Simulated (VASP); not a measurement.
# Ru (P6_3/mmc) in VASP: a series of runs, part 2 of 2

VASP 6.6.1. The steps go on from the part before.

### Step 4. Relaxation of cell and atoms, BLYP

INCAR

```
  AGGAC = 1.0
  AGGAX = 1.0
  ALDAC = 0.0
  ALDAX = 1.0
  ALGO = Normal
  EDIFF = 1E-7
  EDIFFG = -0.02
  ENCUT = 500
  GGA = B5
  GGA_COMPAT = F
  IBRION = 2
  ISIF = 3
  ISMEAR = -1
  LASPH = T
  LCHARG = F
  LREAL = F
  LWAVE = F
  NELM = 120
  NELMIN = 4
  NSW = 80
  PREC = Accurate
  SIGMA = 0.05
```

KPOINTS

```
k-points
0
Gamma
  11 11 6
```

POSCAR

```
Ru
1.0
    2.7058000000      0.0000000000      0.0000000000
   -1.3529000000      2.3432915376      0.0000000000
    0.0000000000      0.0000000000      4.2819000000
Ru
2
Direct
    0.6666666667      0.3333333333      0.7500000000
    0.3333333333      0.6666666667      0.2500000000
```

Potentials or basis: VASP PAW PBE potentials, release 64 (Ru_pv).

Started as:

```bash
$ cat potpaw_PBE.64/Ru_pv/POTCAR > POTCAR
$ mpirun -np 1 vasp_std > vasp.out
```

OUTCAR:

```text
EDIFF = 1E-7
   EDIFFG = -0.02
   ENCUT = 500
   GGA = B5
   IBRION = 2
   ISIF = 3
   ISMEAR = -1
   LASPH = T
   LREAL = F
   NELM = 120
   NELMIN = 4
   NSW = 80
   PREC = Accurate

 ion  position               nearest neighbor table
   1  0.667  0.333  0.750-   2 2.65   2 2.65   2 2.65   2 2.65   2 2.65   2 2.65
   2  0.333  0.667  0.250-   1 2.65   1 2.65   1 2.65   1 2.65   1 2.65   1 2.65

  LATTYP: Found a hexagonal cell.
 ALAT       =     2.7058000000
 C/A-ratio  =     1.5824894671

  Lattice vectors:

 A1 = (   2.7058000000,   0.0000000000,   0.0000000000)
 A2 = (  -1.3529000000,   2.3432915376,   0.0000000000)
 A3 = (   0.0000000000,   0.0000000000,   4.2819000000)

Analysis of symmetry for initial positions (statically):
=====================================================================
 Subroutine PRICEL returns:
 Original cell was already a primitive cell.

 Routine SETGRP: Setting up the symmetry group for a
 hexagonal supercell.

 Subroutine GETGRP returns: Found 24 space group operations
 (whereof 12 operations were pure point group operations)
 out of a pool of 24 trial point group operations.

The static configuration has the point symmetry D_3d.
 The point group associated with its full space group is D_6h.

Analysis of symmetry for dynamics (positions and initial velocities):
=====================================================================
 Subroutine PRICEL returns:
 Original cell was already a primitive cell.

 Routine SETGRP: Setting up the symmetry group for a
 hexagonal supercell.

 Subroutine GETGRP returns: Found 24 space group operations
 (whereof 12 operations were pure point group operations)
 out of a pool of 24 trial point group operations.

The dynamic configuration has the point symmetry D_3d.
 The point group associated with its full space group is D_6h.

[... 119 lines left out ...]
  volume/ion in A,a.u.               =      13.57        91.61
  Fermi-wavevector in a.u.,A,eV,Ry     =   1.654022  3.125649 37.222674  2.735789
  Thomas-Fermi vector in A             =   2.742361
   LORBIT       =      0    0 simple, 1 ext, 2 COOP (PROOUT), +10 PAW based schemes
   GGA     = B5    functional components
   LHFCALC =     F    Hartree Fock is set to
   AEXX    =    0.0000 exact exchange contribution
   IVDW    =     0    specifies the selected vdW correction
   LEPSILON=     F    determine dielectric tensor
   LRPA    =     F    only Hartree local field effects (RPA)
 conjugate gradient relaxation of ions
 non-spin polarized calculation
  energy-cutoff  :      500.00
  volume of cell :       27.15
 maximum number of plane-waves:       704
 NGX is ok and might be reduce to    20
   NGX =  9   NGY =  9   NGZ = 15

--------------------------------------- Ionic step        1  -------------------------------------------

 number of electron      28.0000008 magnetization

 Free energy of the ion-electron system (eV)
  ---------------------------------------------------
  ext. energy  EPLUGINS =         0.00000000
  ---------------------------------------------------
  free energy    TOTEN  =       -15.74597241 eV

  energy without entropy =      -15.72929487  energy(sigma->0) =      -15.73763364

------------------------ aborting loop because EDIFF is reached ----------------------------------------

  FORCE on cell =-STRESS in cart. coord.  units (eV):
  Direction    XX          YY          ZZ          XY          YZ          ZX
  --------------------------------------------------------------------------------------
  -------------------------------------------------------------------------------------
  Total        3.3237976      3.3237976      3.3473678      0.0000000      0.0000000     -0.0000000
  in kB      196.1492322    196.1492322    197.5401943      0.0000000      0.0000000     -0.0000000
  external PRESSURE =     196.6128863 kB  Pullay stress =       0.0000000 kB
[... 23 lines left out ...]
--------------------------------------- Ionic step        2  -------------------------------------------

 number of electron      28.0000002 magnetization

 E-fermi :   9.5115     XC(G=0): -12.0883

 val. band max:        9.5110419609   @ k =   0.2727   0.1818   0.1667
 cond. band min:       9.5189921998   @ k =   0.3636   0.0909   0.3333
 fundamental gap:      0.0079502389
 Fermi energy:         9.5115464398

 k-point     1 :       0.0000    0.0000    0.0000
  band No.  band energies     occupation
      1     -33.2345      2.00000
      2     -32.8032      2.00000
      3     -32.8032      2.00000
      4     -32.7212      2.00000
      5     -32.7212      2.00000
      6     -32.7090      2.00000
[... 746 lines left out ...]
--------------------------------------- Ionic step        9  -------------------------------------------

 number of electron      28.0000000 magnetization

 Free energy of the ion-electron system (eV)
  ---------------------------------------------------
  ext. energy  EPLUGINS =         0.00000000
  ---------------------------------------------------
  free energy    TOTEN  =       -15.84738969 eV

  energy without entropy =      -15.82922197  energy(sigma->0) =      -15.83830583

 E-fermi :  12.2036     XC(G=0): -13.0717

 val. band max:       12.1579530451   @ k =   0.2727   0.0000   0.0000
 cond. band min:      12.2080190055   @ k =   0.0909   0.0909   0.3333
 fundamental gap:      0.0500659604
 Fermi energy:        12.2035559822

 k-point     1 :       0.0000    0.0000    0.0000
  band No.  band energies     occupation
      1     -31.0218      2.00000
      2     -30.2570      2.00000
      3     -30.2570      2.00000
      4     -30.1128      2.00000
      5     -30.1128      2.00000
      6     -30.0767      2.00000
[... 524 lines left out ...]
  FREE ENERGIE OF THE ION-ELECTRON SYSTEM (eV)
  ---------------------------------------------------
  free  energy   TOTEN  =       -15.8473896934 eV

  energy  without entropy=      -15.8292219689  energy(sigma->0) =      -15.83830583

 reached required accuracy - stopping structural energy minimisation
```

Run time: 3.3 min. Hardware: 1 thread of AMD EPYC 9R45 (Zen 5), shared host; peak memory 0.11 GiB.

What came out:

| Quantity | Value |
| --- | --- |
| Free energy | -15.8474 eV |
| Relaxed volume | 14.45 Å³/atom |
| Relaxed cell | a = 2.766 Å, b = 2.766 Å, c = 4.364 Å, α = 90.00°, β = 90.00°, γ = 120.00° |
| Space group after relaxing (to 0.05 Å) | P6_3/mmc (No. 194) |
| Energy gained by relaxing | 50.7 meV/atom |
| Ionic steps | 9 |
| Pressure after relaxing | 0.0 GPa |
| Band gap on the k mesh | zero (band 14 reaches 13.57 eV, above the bottom of band 15 at 10.79 eV) |

The path:
```csv
step,energy change (eV),largest force (eV/Å),pressure (GPa),volume (Å³)
1,0.0000,0.0000,19.66,27.15
2,0.4876,0.0000,-29.86,34.23
3,-0.1007,0.0000,-1.16,29.03
4,-0.1012,0.0000,-0.11,28.92
5,-0.1012,0.0000,0.22,28.88
6,-0.1014,0.0000,0.22,28.89
7,-0.1014,0.0000,0.22,28.88
8,-0.1014,0.0000,-0.41,28.95
9,-0.1014,0.0000,-0.01,28.91
```

Final structure:
```
Ru
1.0
     2.76580    0.00000    0.00000
    -1.38290    2.39525    0.00000
     0.00000    0.00000    4.36368
Ru
2
Cartesian
  1.3829 0.7984 3.2728
  0.0000 1.5968 1.0909
```

Caveat: the PAW data sets were made with another functional, which shifts forces and pressure a little. BLYP gives volumes clearly too large for solids.

### Step 5. Overview

| task | level | cell | smearing | gap on the mesh (eV) | pressure (GPa) |
| --- | --- | --- | --- | --- | --- |
| single point | PBE | a = 2.706, b = 2.706, c = 4.282 Å, angles 90.0, 90.0, 120.0°, 2 atoms | gaussian 0.1 eV | none | 4.5 |
| single point | BLYP | a = 2.764, b = 2.764, c = 4.360 Å, angles 90.0, 90.0, 120.0°, 2 atoms | fermi-dirac 0.05 eV | none | 0.5 |
| relaxation of cell and atoms | BLYP | relaxed from a = 2.706, b = 2.706, c = 4.282 Å, angles 90.0, 90.0, 120.0°, 2 atoms | fermi-dirac 0.05 eV | none | 0.0 |

Alike in all rows: potentials or basis VASP PAW PBE potentials, release 64 (Ru_pv); no spin polarisation; k mesh 11 × 11 × 6; cutoff (eV) 500.

Caveats: the PAW data sets were made with another functional, which shifts forces and pressure a little (some runs).

Absolute energies hang on the potentials; compare differences alone.
